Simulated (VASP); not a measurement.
# HfO2 (Fm-3m) in VASP: notebook

HfO2 is run at these levels: PBEsol; tasks: single point.

All numbers are computed with VASP 6.6.1; they aren't measurements. Logs are shortened: lines on timing, memory, paths and dates and some standing lists are left out, and cuts for length are marked.

### 1 The cell of the first run

Symmetry: Fm-3m, No. 225, cubic system. Conventional cell: a = 5.058 Å, b = 5.058 Å, c = 5.058 Å, α = 90.00°, β = 90.00°, γ = 90.00°. Within 2.9 Å of Hf (site symmetry m-3m) lie 8 O at 2.19 Å. O (site symmetry -43m) has 4 Hf at 2.19 Å and 6 O at 2.53 Å within 2.9 Å.

### 2 Single point, PBEsol

INCAR reads:

```
PREC = Accurate
ENCUT = 520
EDIFF = 1E-6
ISMEAR = 0
SIGMA = 0.01
LREAL = F
LASPH = T
NELM = 80
ALGO = Normal
ISIF = 2
LWAVE = F
LCHARG = T
GGA = PS
LELF = T
LVHAR = T
NBANDS = 18
```

KPOINTS reads:

```
Automatic mesh
0
Gamma
  6 6 6
```

POSCAR reads:

```
HfO2
1.0
    0.0000000000      2.5291823194      2.5291823194
    2.5291823194      0.0000000000      2.5291823194
    2.5291823194      2.5291823194      0.0000000000
Hf O
1 2
Direct
    0.0000000000      0.0000000000      0.0000000000
    0.2500000000      0.2500000000      0.2500000000
    0.7500000000      0.7500000000      0.7500000000
```

Potentials or basis: VASP PAW PBE potentials, release 64 (Hf_pv, O).

Run with:

```
$ cat potpaw_PBE.64/Hf_pv/POTCAR potpaw_PBE.64/O/POTCAR > POTCAR
$ mpirun -np 1 vasp_std > vasp.out
```

OUTCAR:

```text
PREC = Accurate
   ENCUT = 520
   EDIFF = 1E-6
   ISMEAR = 0
   LREAL = F
   LASPH = T
   NELM = 80
   ISIF = 2
   GGA = PS

 ion  position               nearest neighbor table
   1  0.000  0.000  0.000-   3 2.19   3 2.19   3 2.19   2 2.19   2 2.19   2 2.19   3 2.19   2 2.19

   2  0.250  0.250  0.250-   1 2.19   1 2.19   1 2.19   1 2.19
   3  0.750  0.750  0.750-   1 2.19   1 2.19   1 2.19   1 2.19

  LATTYP: Found a face centered cubic cell.
 ALAT       =     5.0583646388

  Lattice vectors:

 A1 = (   0.0000000000,   2.5291823194,   2.5291823194)
 A2 = (   2.5291823194,   0.0000000000,   2.5291823194)
 A3 = (   2.5291823194,   2.5291823194,   0.0000000000)

Analysis of symmetry for initial positions (statically):
=====================================================================
 Subroutine PRICEL returns:
 Original cell was already a primitive cell.

 Routine SETGRP: Setting up the symmetry group for a
 face centered cubic supercell.

 Subroutine GETGRP returns: Found 48 space group operations
 (whereof 48 operations were pure point group operations)
 out of a pool of 48 trial point group operations.

The static configuration has the point symmetry O_h .

Analysis of symmetry for dynamics (positions and initial velocities):
=====================================================================
 Subroutine PRICEL returns:
 Original cell was already a primitive cell.

 Routine SETGRP: Setting up the symmetry group for a
 face centered cubic supercell.

 Subroutine GETGRP returns: Found 48 space group operations
 (whereof 48 operations were pure point group operations)
 out of a pool of 48 trial point group operations.

The dynamic configuration has the point symmetry O_h .

 Subroutine INISYM returns: Found 48 space group operations
 (whereof 48 operations are pure point group operations),
 and found     1 'primitive' translations

----------------------------------------------------------------------------------------

                                     Primitive cell

  volume of cell :      32.3572

  direct lattice vectors                    reciprocal lattice vectors
     0.000000000  2.529182319  2.529182319    -0.197692351  0.197692351  0.197692351
     2.529182319  0.000000000  2.529182319     0.197692351 -0.197692351  0.197692351
     2.529182319  2.529182319  0.000000000     0.197692351  0.197692351 -0.197692351

  length of vectors
     3.576803938  3.576803938  3.576803938     0.342413197  0.342413197  0.342413197

  position of ions in fractional coordinates (direct lattice)
     0.000000000  0.000000000  0.000000000
     0.250000000  0.250000000  0.250000000
     0.750000000  0.750000000  0.750000000

  ion indices of the primitive-cell ions
   primitive index   ion index
                 1           1
                 2           2
                 3           3

----------------------------------------------------------------------------------------

 KPOINTS: Automatic mesh

Automatic generation of k-mesh.
 Grid dimensions read from file:
 generate k-points for:    6    6    6

 Generating k-lattice:

  Cartesian coordinates                     Fractional coordinates (reciprocal lattice)
    -0.032948725  0.032948725  0.032948725     0.166666667  0.000000000  0.000000000
     0.032948725 -0.032948725  0.032948725     0.000000000  0.166666667  0.000000000
     0.032948725  0.032948725 -0.032948725     0.000000000  0.000000000  0.166666667

  Length of vectors
     0.057068866  0.057068866  0.057068866

  Shift w.r.t. Gamma in fractional coordinates (k-lattice)
     0.000000000  0.000000000  0.000000000

 Subroutine IBZKPT returns following result:
 ===========================================

 Found     16 irreducible k-points:

 Following reciprocal coordinates:
            Coordinates               Weight
  0.000000  0.000000  0.000000      1.000000
  0.166667  0.000000  0.000000      8.000000
  0.333333  0.000000  0.000000      8.000000
  0.500000  0.000000  0.000000      4.000000
  0.166667  0.166667  0.000000      6.000000
  0.333333  0.166667  0.000000     24.000000
[... 8 lines left out ...]
 -0.333333  0.333333  0.166667     24.000000
 -0.333333  0.500000  0.166667     12.000000
   k-points           NKPTS =     16   k-points in BZ     NKDIM =     16   number of bands    NBANDS=     18
   number of dos      NEDOS =    301   number of ions     NIONS =      3
   total plane-waves  NPLWV =  21952
   dimension x,y,z NGX =    28 NGY =   28 NGZ =   28
   dimension x,y,z NGXF=    56 NGYF=   56 NGZF=   56
   ions per type =               1   2
   NGX,Y,Z   is equivalent  to a cutoff of  13.01, 13.01, 13.01 a.u.
   NGXF,Y,Z  is equivalent  to a cutoff of  26.03, 26.03, 26.03 a.u.
 SYSTEM =  unknown system
   PREC   = accura    normal or accurate (medium, high low for compatibility)
   ISTART =      0    job   : 0-new  1-cont  2-samecut
   ICHARG =      2    charge: 1-file 2-atom 10-const
   ISPIN  =      1    spin polarized calculation?
   LNONCOLLINEAR =      F non collinear calculations
   LSORBIT =      F    spin-orbit coupling
   LASPH  =      T    aspherical Exc in radial PAW
   ENCUT  =  520.0 eV  38.22 Ry    6.18 a.u.   6.65  6.65  6.65*2*pi/ulx,y,z
   NELM   =     80;   NELMIN=  2; NELMDL= -5     # of ELM steps
   EDIFF  = 0.1E-05   stopping-criterion for ELM
   LREAL  =      F    real-space projection
   EDIFFG = 0.1E-04   stopping-criterion for IOM
   NSW    =      0    number of steps for IOM
   IBRION =     -1    ionic relax: 0-MD 1-quasi-New 2-CG
   NFREE  =      0    steps in history (QN), initial steepest desc. (CG)
   ISIF   =      2    stress and relaxation
   ISYM   =      2    0-nonsym 1-usesym 2-fastsym
   POTIM  = 0.5000    time-step for ionic-motion
   TEBEG  =    0.0;   TEEND  =   0.0 temperature during run
   PSTRESS=    0.0 pullay stress
   NELECT =      22.0000    total number of electrons
   NUPDOWN=      -1.0000    fix difference up-down
   EMIN   =  10.00;   EMAX   =-10.00  energy-range for DOS
   EFERMI =   0.00;   METHOD = LEGACY
   ISMEAR =     0;   SIGMA  =   0.01  broadening in eV -4-tet -1-fermi 0-gaus
   EFERMI_NEDOS =   21; number of points for ismear=-14 and -15
   IALGO  =     38    algorithm
   IMIX   =      4    mixing-type and parameters
     AMIX     =   0.40;   BMIX     =  1.00
     AMIX_MAG =   1.60;   BMIX_MAG =  1.00
  volume/ion in A,a.u.               =      10.79        72.79
  Fermi-wavevector in a.u.,A,eV,Ry     =   1.439546  2.720348 28.195259  2.072293
  Thomas-Fermi vector in A             =   2.558390
   LORBIT       =      0    0 simple, 1 ext, 2 COOP (PROOUT), +10 PAW based schemes
   GGA     = PS    functional components
   LHFCALC =     F    Hartree Fock is set to
   AEXX    =    0.0000 exact exchange contribution
   IVDW    =     0    specifies the selected vdW correction
   LEPSILON=     F    determine dielectric tensor
   LRPA    =     F    only Hartree local field effects (RPA)
 non-spin polarized calculation
 Gauss-broadening in eV      SIGMA  =   0.01
  energy-cutoff  :      520.00
  volume of cell :       32.36
 maximum number of plane-waves:       893
 NGX is ok and might be reduce to    28
   NGX = 13   NGY = 13   NGZ = 13

 number of electron      21.9999992 magnetization

 Free energy of the ion-electron system (eV)
  ---------------------------------------------------
  ext. energy  EPLUGINS =         0.00000000
  ---------------------------------------------------
  free energy    TOTEN  =       -31.62437230 eV

  energy without entropy =      -31.62437230  energy(sigma->0) =      -31.62437230

 E-fermi :   4.2914     XC(G=0): -12.1416

 val. band max:        4.1904518855   @ k =   0.5000   0.5000   0.0000
 cond. band min:       7.8793722229   @ k =   0.5000   0.5000   0.0000
 fundamental gap:      3.6889203374
 Fermi energy:         4.2913958064

 k-point     1 :       0.0000    0.0000    0.0000
  band No.  band energies     occupation
      1     -25.4041      2.00000
      2     -25.4041      2.00000
      3     -25.4041      2.00000
      4     -14.5411      2.00000
      5     -11.4062      2.00000
      6      -1.2531      2.00000
[... 10 lines left out ...]
     17      14.6961      0.00000
     18      17.7486      0.00000

 k-point     2 :       0.1667    0.0000    0.0000
  band No.  band energies     occupation
      1     -25.5247      2.00000
      2     -25.4173      2.00000
      3     -25.4173      2.00000
      4     -14.1732      2.00000
      5     -11.6986      2.00000
      6      -0.9907      2.00000
[... 10 lines left out ...]
     17      14.2519      0.00000
     18      17.4011      0.00000

 k-point     3 :       0.3333    0.0000    0.0000
  band No.  band energies     occupation
      1     -25.7517      2.00000
      2     -25.4435      2.00000
      3     -25.4435      2.00000
      4     -13.4923      2.00000
      5     -12.1005      2.00000
      6      -0.4575      2.00000
[... 10 lines left out ...]
     17      13.7215      0.00000
     18      16.2795      0.00000

 k-point     4 :       0.5000    0.0000    0.0000
  band No.  band energies     occupation
      1     -25.8590      2.00000
      2     -25.4565      2.00000
      3     -25.4565      2.00000
      4     -13.2715      2.00000
      5     -12.1206      2.00000
      6      -0.2083      2.00000
[... 207 lines left out ...]
      4     -12.8602      2.00000
      5     -12.4392      2.00000
      6      -0.8906      2.00000
[... 10 lines left out ...]
     17      15.0329      0.00000
     18      17.5123      0.00000

 k-point    15 :      -0.3333    0.3333    0.1667
  band No.  band energies     occupation
      1     -25.7595      2.00000
      2     -25.6507      2.00000
      3     -25.5064      2.00000
      4     -12.7047      2.00000
      5     -12.4144      2.00000
      6      -0.8806      2.00000
[... 10 lines left out ...]
     17      15.8745      0.00000
     18      17.4858      0.00000

 k-point    16 :      -0.3333    0.5000    0.1667
  band No.  band energies     occupation
      1     -25.7997      2.00000
      2     -25.6244      2.00000
      3     -25.5357      2.00000
      4     -12.6227      2.00000
      5     -12.3986      2.00000
      6      -1.8015      2.00000
[... 10 lines left out ...]
     17      17.1443      0.00000
     18      17.6791      0.00000

------------------------ aborting loop because EDIFF is reached ----------------------------------------

  FORCE on cell =-STRESS in cart. coord.  units (eV):
  Direction    XX          YY          ZZ          XY          YZ          ZX
  --------------------------------------------------------------------------------------
  -------------------------------------------------------------------------------------
  Total       -1.1899212     -1.1899212     -1.1899212      0.0000000      0.0000000     -0.0000000
  in kB      -58.9194061    -58.9194061    -58.9194061      0.0000000      0.0000000     -0.0000000
  external PRESSURE =     -58.9194061 kB  Pullay stress =       0.0000000 kB

 VOLUME and BASIS-vectors are now :
 -----------------------------------------------------------------------------
  energy-cutoff  :      520.00
  volume of cell :       32.36
      direct lattice vectors                 reciprocal lattice vectors
     0.000000000  2.529182319  2.529182319    -0.197692351  0.197692351  0.197692351
     2.529182319  0.000000000  2.529182319     0.197692351 -0.197692351  0.197692351
     2.529182319  2.529182319  0.000000000     0.197692351  0.197692351 -0.197692351

 POSITION                                       TOTAL-FORCE (eV/Angst)
 -----------------------------------------------------------------------------------
      0.00000      0.00000      0.00000         0.000000      0.000000     -0.000000
      1.26459      1.26459      1.26459        -0.000000     -0.000000     -0.000000
      3.79377      3.79377      3.79377         0.000000      0.000000      0.000000
 -----------------------------------------------------------------------------------
    total drift:                                0.000000      0.000000      0.000000

  FREE ENERGIE OF THE ION-ELECTRON SYSTEM (eV)
  ---------------------------------------------------
  free  energy   TOTEN  =       -31.6243722996 eV

  energy  without entropy=      -31.6243722996  energy(sigma->0) =      -31.62437230
```

Wall time 8.4 s (1 thread of AMD EPYC 7R13 (Zen 3), shared host); peak memory 0.13 GiB.

What came out:

| Quantity | Value |
| --- | --- |
| Free energy | -31.6244 eV |
| Pressure | -5.9 GPa |
| Band gap on the k mesh | 3.69 eV, direct |

Caveat: the PAW data sets were made with another functional, which shifts forces and pressure a little; spin-orbit coupling is left out, which moves the levels of the heavy elements. PBEsol gaps usually lie below the measured ones, often by a third to a half.

### 3 Single point, PBEsol

INCAR reads:

```
ALGO = Normal
EDIFF = 1E-7
ENCUT = 520
GGA = PS
ISIF = 2
ISMEAR = -1
LASPH = True
LCHARG = False
LREAL = False
LWAVE = False
NBANDS = 18
NELM = 80
PREC = Accurate
SIGMA = 0.5
```

KPOINTS reads:

```
k-points
0
Gamma
  6 6 6
```

POSCAR is that of step 2.

Potentials or basis: VASP PAW PBE potentials, release 64 (Hf_pv, O).

Run with:

```
$ cat potpaw_PBE.64/Hf_pv/POTCAR potpaw_PBE.64/O/POTCAR > POTCAR
$ mpirun -np 1 vasp_std > vasp.out
```

OUTCAR:

```text
EDIFF = 1E-7
   ENCUT = 520
   GGA = PS
   ISIF = 2
   ISMEAR = -1
   LASPH = True
   LREAL = False
   NELM = 80
   PREC = Accurate

 ion  position               nearest neighbor table
   1  0.000  0.000  0.000-   3 2.19   3 2.19   3 2.19   2 2.19   2 2.19   2 2.19   3 2.19   2 2.19

   2  0.250  0.250  0.250-   1 2.19   1 2.19   1 2.19   1 2.19
   3  0.750  0.750  0.750-   1 2.19   1 2.19   1 2.19   1 2.19

  LATTYP: Found a face centered cubic cell.
 ALAT       =     5.0583646388

  Lattice vectors:

 A1 = (   0.0000000000,   2.5291823194,   2.5291823194)
 A2 = (   2.5291823194,   0.0000000000,   2.5291823194)
 A3 = (   2.5291823194,   2.5291823194,   0.0000000000)

Analysis of symmetry for initial positions (statically):
=====================================================================
 Subroutine PRICEL returns:
 Original cell was already a primitive cell.

 Routine SETGRP: Setting up the symmetry group for a
 face centered cubic supercell.

 Subroutine GETGRP returns: Found 48 space group operations
[... 154 lines left out ...]
  free energy    TOTEN  =       -31.64070743 eV

  energy without entropy =      -31.53911109  energy(sigma->0) =      -31.58990926

 E-fermi :   5.9844     XC(G=0): -12.1430

 val. band max:        4.1740350146   @ k =   0.5000   0.5000   0.0000
 cond. band min:       7.8816114551   @ k =   0.5000   0.5000   0.0000
 fundamental gap:      3.7075764405
 Fermi energy:         5.9844026732

 k-point     1 :       0.0000    0.0000    0.0000
  band No.  band energies     occupation
      1     -25.3849      2.00000
      2     -25.3849      2.00000
      3     -25.3849      2.00000
      4     -14.5544      2.00000
      5     -11.4229      2.00000
      6      -1.2613      2.00000
[... 313 lines left out ...]
      5     -12.4121      2.00000
      6      -1.8099      2.00000
[... 10 lines left out ...]
     17      17.1450      0.00000
     18      17.7025      0.00000

------------------------ aborting loop because EDIFF is reached ----------------------------------------

  FORCE on cell =-STRESS in cart. coord.  units (eV):
  Direction    XX          YY          ZZ          XY          YZ          ZX
  --------------------------------------------------------------------------------------
  -------------------------------------------------------------------------------------
  Total       -1.1244937     -1.1244937     -1.1244937      0.0000000      0.0000000      0.0000000
  in kB      -55.6797424    -55.6797424    -55.6797424      0.0000000      0.0000000      0.0000000
  external PRESSURE =     -55.6797424 kB  Pullay stress =       0.0000000 kB

 VOLUME and BASIS-vectors are now :
 -----------------------------------------------------------------------------
  energy-cutoff  :      520.00
  volume of cell :       32.36
      direct lattice vectors                 reciprocal lattice vectors
     0.000000000  2.529182319  2.529182319    -0.197692351  0.197692351  0.197692351
     2.529182319  0.000000000  2.529182319     0.197692351 -0.197692351  0.197692351
     2.529182319  2.529182319  0.000000000     0.197692351  0.197692351 -0.197692351

 POSITION                                       TOTAL-FORCE (eV/Angst)
 -----------------------------------------------------------------------------------
      0.00000      0.00000      0.00000         0.000000      0.000000     -0.000000
      1.26459      1.26459      1.26459        -0.000000     -0.000000     -0.000000
      3.79377      3.79377      3.79377         0.000000      0.000000      0.000000
 -----------------------------------------------------------------------------------
    total drift:                                0.000000      0.000000      0.000000

  FREE ENERGIE OF THE ION-ELECTRON SYSTEM (eV)
  ---------------------------------------------------
  free  energy   TOTEN  =       -31.6407074338 eV

  energy  without entropy=      -31.5391110867  energy(sigma->0) =      -31.58990926
```

OSZICAR:

```text
N       E                     dE             d eps       ncg     rms          rms(c)
DAV:   1     0.884731367367E+02    0.88473E+02   -0.12488E+04   576   0.120E+03
DAV:   2    -0.329881354672E+02   -0.12146E+03   -0.11757E+03   744   0.292E+02
DAV:   3    -0.368481072217E+02   -0.38600E+01   -0.38440E+01   664   0.459E+01
DAV:   4    -0.368710777003E+02   -0.22970E-01   -0.22961E-01   718   0.393E+00
DAV:   5    -0.368712137487E+02   -0.13605E-03   -0.13603E-03   638   0.278E-01    0.498E+01
DAV:   6    -0.318173357209E+02    0.50539E+01   -0.18069E+01   590   0.304E+01    0.425E+01
DAV:   7    -0.316906980026E+02    0.12664E+00   -0.63523E-01   668   0.663E+00    0.287E+01
DAV:   8    -0.316597544572E+02    0.30944E-01   -0.25744E-01   628   0.456E+00    0.838E+00
DAV:   9    -0.316407926835E+02    0.18962E-01   -0.54735E-02   594   0.198E+00    0.280E+00
DAV:  10    -0.316406957888E+02    0.96895E-04   -0.27096E-03   662   0.393E-01    0.182E-01
DAV:  11    -0.316407034048E+02   -0.76160E-05   -0.13691E-04   626   0.986E-02    0.162E-01
DAV:  12    -0.316407070680E+02   -0.36632E-05   -0.14437E-05   646   0.269E-02    0.135E-02
DAV:  13    -0.316407073992E+02   -0.33123E-06   -0.54188E-07   690   0.560E-03    0.300E-03
DAV:  14    -0.316407074338E+02   -0.34608E-07   -0.43322E-08   516   0.135E-03
   1 F= -.31640707E+02 E0= -.31589909E+02  d E =-.101596E+00
```

stdout:

```text
POSCAR found type information on POSCAR HfO
 POSCAR found :  2 types and       3 ions
 scaLAPACK will be used
 -----------------------------------------------------------------------------
|                                                                             |
|                                                                             |
|     You enforced a specific xc type in the INCAR file but a different       |
|     I HOPE YOU KNOW WHAT YOU ARE DOING!                                     |
|                                                                             |
 -----------------------------------------------------------------------------

 LDA part: xc-table for (Slater+PW92), standard interpolation
 POSCAR, INCAR and KPOINTS ok, starting setup
 FFT: planning ... GRIDC
 FFT: planning ... GRID_SOFT
 FFT: planning ... GRID
 WAVECAR not read
 entering main loop
```

It took 8.6 s on 1 thread of AMD EPYC 7R13 (Zen 3), shared host; peak memory 0.13 GiB.

What came out:

* Free energy: -31.6407 eV
* Pressure: -5.6 GPa
* Band gap on the k mesh: 3.71 eV, direct

Caveat: the PAW data sets were made with another functional, which shifts forces and pressure a little; spin-orbit coupling is left out, which moves the levels of the heavy elements. A k mesh can miss the band edges.
